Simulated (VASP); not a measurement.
BaS:

```
Ba S
1.0
     0.00000    3.17231    3.17231
     3.17231    0.00000    3.17231
     3.17231    3.17231    0.00000
Ba S
1 1
Direct
  0.00000 0.00000 0.00000
  0.50000 0.50000 0.50000
```

Base run:

- Program: VASP 6.6.1
- Functional: r2SCAN
- Potentials or basis: VASP PAW PBE potentials, release 64 (Ba_sv, S)
- Cutoff: 520 eV
- k mesh: 7 × 7 × 7
- Occupations: fermi-dirac, width 0.05 eV
- Spin: no spin polarisation

Its results: band gap on the k mesh 2.49 eV, indirect (least direct gap 2.62 eV); pressure 2.5 GPa.

Question: After a change of settings the same cell gave: band gap on the k mesh 2.01 eV, indirect (least direct gap 2.15 eV); pressure 0.4 GPa. Which change was it?
A. functional from r2SCAN to PBEsol
B. functional from r2SCAN to PBE
C. functional from r2SCAN to LDA; potentials or basis from VASP PAW PBE potentials, release 64 (Ba_sv, S) to VASP PAW LDA potentials, release 64 (Ba_sv, S)

Answer: A.

r2SCAN gives the wider gap, since meta-GGAs in the generalised Kohn-Sham scheme recover part of the derivative discontinuity.

Caveats: the PAW data sets were made with another functional, which shifts forces and pressure a little; spin-orbit coupling is left out, which moves the levels of the heavy elements.
